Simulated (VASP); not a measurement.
# Lu12H (a cell with a defect) in VASP: a series of runs

The runs below take Lu12H (a cell with a defect) through single point, with PBE.

All numbers are computed with VASP 6.6.1; they aren't measurements. Logs are shortened: lines on timing, memory, paths and dates and some standing lists are left out, and cuts for length are marked.

## 1. The cell of the first run

The cell holds a defect, 13 atoms: a = 7.020 Å, b = 10.530 Å, c = 5.563 Å, α = 90.00°, β = 90.00°, γ = 120.00°.

## 2. Single point, PBE

Input file INCAR:

```
ALGO = Normal
EDIFF = 1E-7
ENCUT = 520
GGA = PE
ISIF = 2
ISMEAR = -1
KPAR = 2
LASPH = True
LCHARG = False
LREAL = False
LWAVE = False
NBANDS = 162
NELM = 100
PREC = Accurate
SIGMA = 0.15
```

Input file KPOINTS:

```
k-points
0
Gamma
  2 2 3
```

Input file POSCAR:

```
Lu12H
1.0
    7.0200000000      0.0000000000      0.0000000000
   -5.2650000000      9.1192480000      0.0000000000
    0.0000000000      0.0000000000      5.5633500000
Lu H
12 1
Direct
    0.0007853818      0.0010729966      0.0138596997
    0.1691767905      0.2255685396      0.4972093783
    0.0001466216      0.3324967044     -0.0030862970
    0.1635101828      0.5539766743      0.4968673184
    0.0014489575      0.6681824588     -0.0031837154
    0.1674497920      0.8878791060      0.4978745121
    0.4995010729     -0.0008112906     -0.0034640558
    0.6657144962      0.2216494576      0.4966134399
    0.4997899922      0.3331998863     -0.0032862958
    0.6685585687      0.5566179944      0.4965044350
    0.5003893583      0.6671585239     -0.0038397471
    0.6626543649      0.8873034993      0.4973654882
   -0.0005018793      0.0004428496      0.4024733395
```

Potentials or basis: VASP PAW PBE potentials, release 64 (Lu, H).

Run with:

```console
> cat potpaw_PBE.64/Lu/POTCAR potpaw_PBE.64/H/POTCAR > POTCAR
> mpirun -np 2 vasp_std > vasp.out
```

OUTCAR:

```text
EDIFF = 1E-7
   ENCUT = 520
   GGA = PE
   ISIF = 2
   ISMEAR = -1
   LASPH = True
   LREAL = False
   NELM = 100
   PREC = Accurate

 ion  position               nearest neighbor table
   1  0.001  0.001  0.014-  13 2.16   2 3.38   6 3.38  12 3.39   3 3.49   9 3.50   5 3.51   7 3.51
                             7 3.51  11 3.52   6 3.52   2 3.53  12 3.53
   2  0.169  0.226  0.497-  13 2.12   1 3.38   3 3.43   3 3.43   9 3.43   9 3.43   4 3.48  10 3.50
                             8 3.51   8 3.51   1 3.53   6 3.55  12 3.56
   3  0.000  0.332  0.997-   2 3.43   2 3.43   4 3.44   4 3.44   8 3.44   8 3.45   1 3.49   9 3.50
                             7 3.51   9 3.52  11 3.52   5 3.53
   4  0.164  0.554  0.497-   3 3.44   3 3.44   5 3.44   5 3.44  11 3.45  11 3.46   2 3.48  10 3.49
                             8 3.50   6 3.50  12 3.51  10 3.53
   5  0.001  0.668  0.997-   6 3.42   6 3.43  10 3.44  10 3.44   4 3.44   4 3.44   7 3.49  11 3.51
                             1 3.51  11 3.51   9 3.52   3 3.53
   6  0.167  0.888  0.498-  13 2.12   1 3.38   5 3.42   7 3.43   5 3.43   7 3.44  12 3.48  10 3.50
                             4 3.50   8 3.51   1 3.52  12 3.54   2 3.55
   7  0.500  0.999  0.997-  12 3.43   6 3.43  12 3.44   8 3.44   6 3.44   8 3.44   5 3.49  11 3.50
                             1 3.51   3 3.51   1 3.51   9 3.52
   8  0.666  0.222  0.497-   9 3.44   9 3.44   7 3.44   7 3.44   3 3.44   3 3.45   4 3.50   6 3.51
                             2 3.51  12 3.51   2 3.51  10 3.52
   9  0.500  0.333  0.997-   2 3.43   2 3.43   8 3.44   8 3.44  10 3.45  10 3.45   1 3.50   3 3.50
                            11 3.51   7 3.52   3 3.52   5 3.52
  10  0.669  0.557  0.497-   5 3.44   5 3.44  11 3.44  11 3.45   9 3.45   9 3.45   4 3.49   6 3.50
                             2 3.50  12 3.50   8 3.52   4 3.53
  11  0.500  0.667  0.996-  12 3.43  12 3.44  10 3.44  10 3.45   4 3.45   4 3.46   7 3.50   5 3.51
                             5 3.51   9 3.51   1 3.52   3 3.52
  12  0.663  0.887  0.497-  13 2.11   1 3.39  11 3.43   7 3.43  11 3.44   7 3.44   6 3.48  10 3.50
                             4 3.51   8 3.51   1 3.53   6 3.54   2 3.56
  13  0.999  0.000  0.402-  12 2.11   6 2.12   2 2.12   1 2.16

  LATTYP: Found a simple monoclinic cell.
 ALAT       =     7.0200000000
 B/A-ratio  =     0.7925000000
 C/A-ratio  =     1.3228757252
 COS(beta)  =    -0.1889822265

  Lattice vectors:

 A1 = (   7.0200000000,   0.0000000000,   0.0000000000)
 A2 = (   0.0000000000,   0.0000000000,   5.5633500000)
 A3 = (  -1.7550000000,  -9.1192480000,   0.0000000000)

Analysis of symmetry for initial positions (statically):
=====================================================================
 Subroutine PRICEL returns:
 Original cell was already a primitive cell.

 Routine SETGRP: Setting up the symmetry group for a
 simple monoclinic supercell.

 Subroutine GETGRP returns: Found  1 space group operations
 (whereof  1 operations were pure point group operations)
 out of a pool of  4 trial point group operations.

The static configuration has the point symmetry C_1 .

Analysis of symmetry for dynamics (positions and initial velocities):
=====================================================================
 Subroutine PRICEL returns:
 Original cell was already a primitive cell.

 Routine SETGRP: Setting up the symmetry group for a
 simple monoclinic supercell.

 Subroutine GETGRP returns: Found  1 space group operations
 (whereof  1 operations were pure point group operations)
 out of a pool of  4 trial point group operations.

The dynamic configuration has the point symmetry C_1 .

 Subroutine INISYM returns: Found  1 space group operations
 (whereof  1 operations are pure point group operations),
 and found     1 'primitive' translations

----------------------------------------------------------------------------------------

                                     Primitive cell

  volume of cell :     356.1496

  direct lattice vectors                    reciprocal lattice vectors
     7.020000000  0.000000000  0.000000000     0.142450142  0.082243624  0.000000000
    -5.265000000  9.119248000  0.000000000     0.000000000  0.109658165  0.000000000
     0.000000000  0.000000000  5.563350000     0.000000000  0.000000000  0.179747814

  length of vectors
     7.020000000 10.530000431  5.563350000     0.164487254  0.109658165  0.179747814

  position of ions in fractional coordinates (direct lattice)
     0.000785382  0.001072997  0.013859700
     0.169176791  0.225568540  0.497209378
     0.000146622  0.332496704  0.996913703
     0.163510183  0.553976674  0.496867318
     0.001448958  0.668182459  0.996816285
     0.167449792  0.887879106  0.497874512
     0.499501073  0.999188709  0.996535944
     0.665714496  0.221649458  0.496613440
     0.499789992  0.333199886  0.996713704
     0.668558569  0.556617994  0.496504435
     0.500389358  0.667158524  0.996160253
     0.662654365  0.887303499  0.497365488
     0.999498121  0.000442850  0.402473339

  ion indices of the primitive-cell ions
   primitive index   ion index
                 1           1
                 2           2
                 3           3
                 4           4
                 5           5
                 6           6
                 7           7
                 8           8
                 9           9
                10          10
                11          11
                12          12
                13          13

----------------------------------------------------------------------------------------

 KPOINTS: k-points

Automatic generation of k-mesh.
 Grid dimensions read from file:
 generate k-points for:    2    2    3

 Generating k-lattice:

  Cartesian coordinates                     Fractional coordinates (reciprocal lattice)
     0.071225071  0.041121812  0.000000000     0.500000000 -0.000000000  0.000000000
     0.000000000  0.054829082  0.000000000     0.000000000  0.500000000  0.000000000
     0.000000000  0.000000000  0.059915938     0.000000000  0.000000000  0.333333333

  Length of vectors
     0.082243627  0.054829082  0.059915938

  Shift w.r.t. Gamma in fractional coordinates (k-lattice)
     0.000000000  0.000000000  0.000000000

 Subroutine IBZKPT returns following result:
 ===========================================

 Found      8 irreducible k-points:

 Following reciprocal coordinates:
            Coordinates               Weight
  0.000000  0.000000  0.000000      1.000000
  0.500000 -0.000000  0.000000      1.000000
  0.000000  0.500000  0.000000      1.000000
  0.500000  0.500000  0.000000      1.000000
  0.000000  0.000000  0.333333      2.000000
  0.500000 -0.000000  0.333333      2.000000
  0.000000  0.500000  0.333333      2.000000
  0.500000  0.500000  0.333333      2.000000
   k-points           NKPTS =      8   k-points in BZ     NKDIM =      8   number of bands    NBANDS=    162
   number of dos      NEDOS =    301   number of ions     NIONS =     13
   total plane-waves  NPLWV = 181440
   dimension x,y,z NGX =    54 NGY =   80 NGZ =   42
   dimension x,y,z NGXF=   108 NGYF=  160 NGZF=   84
   ions per type =              12   1
   NGX,Y,Z   is equivalent  to a cutoff of  12.79, 12.63, 12.55 a.u.
   NGXF,Y,Z  is equivalent  to a cutoff of  25.58, 25.26, 25.10 a.u.
 SYSTEM =  unknown system
   PREC   = accura    normal or accurate (medium, high low for compatibility)
   ISTART =      0    job   : 0-new  1-cont  2-samecut
   ICHARG =      2    charge: 1-file 2-atom 10-const
   ISPIN  =      1    spin polarized calculation?
   LNONCOLLINEAR =      F non collinear calculations
   LSORBIT =      F    spin-orbit coupling
   LASPH  =      T    aspherical Exc in radial PAW
   ENCUT  =  520.0 eV  38.22 Ry    6.18 a.u.  13.05 19.58 10.34*2*pi/ulx,y,z
   NELM   =    100;   NELMIN=  2; NELMDL= -5     # of ELM steps
   EDIFF  = 0.1E-06   stopping-criterion for ELM
   LREAL  =      F    real-space projection
   EDIFFG = 0.1E-05   stopping-criterion for IOM
   NSW    =      0    number of steps for IOM
   IBRION =     -1    ionic relax: 0-MD 1-quasi-New 2-CG
   NFREE  =      0    steps in history (QN), initial steepest desc. (CG)
   ISIF   =      2    stress and relaxation
   ISYM   =      2    0-nonsym 1-usesym 2-fastsym
   POTIM  = 0.5000    time-step for ionic-motion
   TEBEG  =    0.0;   TEEND  =   0.0 temperature during run
   PSTRESS=    0.0 pullay stress
   NELECT =     301.0000    total number of electrons
   NUPDOWN=      -1.0000    fix difference up-down
   EMIN   =  10.00;   EMAX   =-10.00  energy-range for DOS
   EFERMI =   0.00;   METHOD = LEGACY
   ISMEAR =    -1;   SIGMA  =   0.15  broadening in eV -4-tet -1-fermi 0-gaus
   EFERMI_NEDOS =   21; number of points for ismear=-14 and -15
   IALGO  =     38    algorithm
   IMIX   =      4    mixing-type and parameters
     AMIX     =   0.40;   BMIX     =  1.00
     AMIX_MAG =   1.60;   BMIX_MAG =  1.00
  volume/ion in A,a.u.               =      27.40       184.88
  Fermi-wavevector in a.u.,A,eV,Ry     =   1.547817  2.924949 32.595969  2.395736
  Thomas-Fermi vector in A             =   2.652856
   LORBIT       =      0    0 simple, 1 ext, 2 COOP (PROOUT), +10 PAW based schemes
   GGA     = PE    functional components
   LHFCALC =     F    Hartree Fock is set to
   AEXX    =    0.0000 exact exchange contribution
   IVDW    =     0    specifies the selected vdW correction
   LEPSILON=     F    determine dielectric tensor
   LRPA    =     F    only Hartree local field effects (RPA)
 non-spin polarized calculation
  energy-cutoff  :      520.00
  volume of cell :      356.15
 maximum number of plane-waves:      9604
 NGX is ok and might be reduce to    54
   NGX = 27   NGY = 39   NGZ = 21

 number of electron     301.0000001 magnetization

 Free energy of the ion-electron system (eV)
  ---------------------------------------------------
  ext. energy  EPLUGINS =         0.00000000
  ---------------------------------------------------
  free energy    TOTEN  =       -59.19498420 eV

  energy without entropy =      -57.82900383  energy(sigma->0) =      -58.51199402

 E-fermi :   2.1862     XC(G=0): -10.6085

 val. band max:        2.1736379467   @ k =   0.5000   0.5000   0.3333
 cond. band min:       2.1865791859   @ k =   0.0000   0.0000   0.0000
 fundamental gap:      0.0129412392
 Fermi energy:         2.1862227864

 k-point     1 :       0.0000    0.0000    0.0000
  band No.  band energies     occupation
      1     -54.0587      2.00000
      2     -54.0376      2.00000
      3     -54.0275      2.00000
      4     -54.0187      2.00000
      5     -54.0172      2.00000
      6     -54.0127      2.00000
[... 154 lines left out ...]
    161       3.8870      0.00002
    162       3.9296      0.00002
[... 1153 lines left out ...]
    161       3.3369      0.00093
    162       3.3733      0.00073

------------------------ aborting loop because EDIFF is reached ----------------------------------------

  FORCE on cell =-STRESS in cart. coord.  units (eV):
  Direction    XX          YY          ZZ          XY          YZ          ZX
  --------------------------------------------------------------------------------------
  -------------------------------------------------------------------------------------
  Total       -0.4398066      0.6823644     -0.1210966     -0.0384477     -0.0128329      0.0129763
  in kB       -1.9785169      3.0696893     -0.5447659     -0.1729613     -0.0577301      0.0583753
  external PRESSURE =       0.1821355 kB  Pullay stress =       0.0000000 kB

 VOLUME and BASIS-vectors are now :
 -----------------------------------------------------------------------------
  energy-cutoff  :      520.00
  volume of cell :      356.15
      direct lattice vectors                 reciprocal lattice vectors
     7.020000000  0.000000000  0.000000000     0.142450142  0.082243624  0.000000000
    -5.265000000  9.119248000  0.000000000     0.000000000  0.109658165  0.000000000
     0.000000000  0.000000000  5.563350000     0.000000000  0.000000000  0.179747814

 POSITION                                       TOTAL-FORCE (eV/Angst)
 -----------------------------------------------------------------------------------
     -0.00014      0.00978      0.07711         0.001269     -0.004438     -0.040991
      0.00000      2.05702      2.76615        -0.002632      0.010235     -0.002635
     -1.74957      3.03212      5.54618        -0.013287      0.011653      0.001658
     -1.76885      5.05185      2.76425         0.011259      0.013337      0.001523
     -3.50781      6.09332      5.54564        -0.006329     -0.019403      0.000535
     -3.49919      8.09679      2.76985         0.022776     -0.010336     -0.000166
     -1.75423      9.11185      5.54408        -0.002305      0.011914      0.004711
      3.50633      2.02128      2.76283         0.002404      0.002230      0.005557
      1.75423      3.03853      5.54507         0.010764      0.008486      0.002079
      1.76269      5.07594      2.76223        -0.009097     -0.006465      0.004206
      0.00014      6.08398      5.54199         0.004113     -0.010380      0.001535
     -0.01982      8.09154      2.76702        -0.019532     -0.007198     -0.001065
      7.01415      0.00404      2.23910         0.000596      0.000364      0.023054
 -----------------------------------------------------------------------------------
    total drift:                                0.000697      0.000151     -0.001326

  FREE ENERGIE OF THE ION-ELECTRON SYSTEM (eV)
  ---------------------------------------------------
  free  energy   TOTEN  =       -59.1949841961 eV

  energy  without entropy=      -57.8290038345  energy(sigma->0) =      -58.51199402
```

Wall time 17 min (2 MPI ranks of Intel Xeon Platinum 8259CL at 2.50GHz (Skylake/Cascade Lake), shared host); peak memory 0.63 GiB.

Results:

- Free energy: -59.1950 eV
- Pressure: 0.0 GPa
- Largest force: 0.041 eV/Å
- Band gap on the k mesh: zero (an odd number of electrons rules out a gap without spin polarisation)

Forces on the atoms (eV/Å):
```
Lu   0.001 -0.004 -0.041
Lu  -0.003  0.010 -0.003
Lu  -0.013  0.012  0.002
Lu   0.011  0.013  0.002
Lu  -0.006 -0.019  0.001
Lu   0.023 -0.010  0.000
Lu  -0.002  0.012  0.005
Lu   0.002  0.002  0.006
Lu   0.011  0.008  0.002
Lu  -0.009 -0.006  0.004
Lu   0.004 -0.010  0.002
Lu  -0.020 -0.007 -0.001
H    0.001  0.000  0.023
```

Caveat: the k points lie up to 0.46 Å⁻¹ apart, too coarse for converged energies and pressures of a metal; spin-orbit coupling is left out, which moves the levels of the heavy elements.

## 3. Single point, PBE

Input file INCAR:

```
PREC = Accurate
ENCUT = 520
EDIFF = 1E-6
ISMEAR = -1
SIGMA = 0.15
LREAL = False
LASPH = True
NELM = 100
ALGO = Normal
ISIF = 2
LWAVE = False
LCHARG = False
GGA = PE
NBANDS = 162
KPAR = 2
```

Input file KPOINTS:

```
regular mesh
0
Gamma
  2 2 3
```

Input file POSCAR:

```
Lu12H
1.0
    7.0200000000      0.0000000000      0.0000000000
   -5.2650000000      9.1192480000      0.0000000000
    0.0000000000      0.0000000000      5.5633500000
Lu H
12 1
Direct
   -0.0253826147     -0.0161416819      0.0070101647
    0.1766570350      0.2265208710      0.4792975455
   -0.0080731036      0.3356746083      0.0061294005
    0.1673882858      0.5451217030      0.4730782712
    0.0113443419      0.6829510503     -0.0017076042
    0.1849353118      0.8944816502      0.4951872523
    0.4933738335      0.0028840097      0.0153504633
    0.6651113607      0.2224086898      0.5223291722
    0.4997625275      0.3244127147     -0.0165727484
    0.6744029095      0.5649588650      0.5197587784
    0.4867982191      0.6705267803     -0.0127441200
    0.6789687786      0.8815310210      0.4862358112
    0.0129343035     -0.0042547368      0.3663260446
```

Potentials or basis: VASP PAW PBE potentials, release 64 (Lu, H).

Run with:

```console
> cat potpaw_PBE.64/Lu/POTCAR potpaw_PBE.64/H/POTCAR > POTCAR
> mpirun -np 2 vasp_std > vasp.out
```

It took 15 min on 2 MPI ranks of Intel Xeon Platinum 8259CL at 2.50GHz (Skylake/Cascade Lake), shared host; peak memory 0.61 GiB.

Results (log left out):

```
Free energy            : -58.6225 eV
Pressure               : 1.0 GPa
Largest force          : 0.985 eV/Å
Band gap on the k mesh : zero (an odd number of electrons rules out a gap without spin polarisation)
```

Forces on the atoms (eV/Å):
```
Lu   0.391  0.680 -0.595
Lu  -0.103 -0.376  0.228
Lu   0.271 -0.161 -0.398
Lu  -0.337  0.522  0.644
Lu  -0.056 -0.659  0.001
Lu  -0.109 -0.222  0.215
Lu   0.352  0.030 -0.311
Lu   0.343 -0.007 -0.617
Lu  -0.483  0.422  0.549
Lu   0.232 -0.346 -0.677
Lu   0.271 -0.298  0.102
Lu  -0.605  0.219  0.239
H   -0.166  0.195  0.621
```

Stress tensor (GPa, compression positive):
```
 0.48  0.22 -0.26
 0.22  0.98  0.04
-0.26  0.04  1.54
```

Levels at points of the mesh, in eV from the Fermi level:
| k point | band 148 | band 149 | band 150 | band 151 | band 152 | band 153 | band 154 | band 155 |
| --- | --- | --- | --- | --- | --- | --- | --- | --- |
| (0.00, 0.00, 0.00) | -0.57 | -0.49 | -0.44 | -0.33 | -0.26 | -0.02 | 0.14 | 0.46 |
| (0.50, 0.00, 0.00) | -0.51 | -0.43 | -0.41 | -0.18 | -0.15 | 0.12 | 0.25 | 0.41 |
| (0.00, 0.50, 0.00) | -0.61 | -0.53 | -0.33 | -0.30 | -0.29 | 0.07 | 0.13 | 0.94 |
| (0.50, 0.50, 0.00) | -0.41 | -0.38 | -0.36 | -0.25 | -0.17 | -0.05 | 0.00 | 0.58 |

Caveat: the k points lie up to 0.46 Å⁻¹ apart, too coarse for converged energies and pressures of a metal; spin-orbit coupling is left out, which moves the levels of the heavy elements.
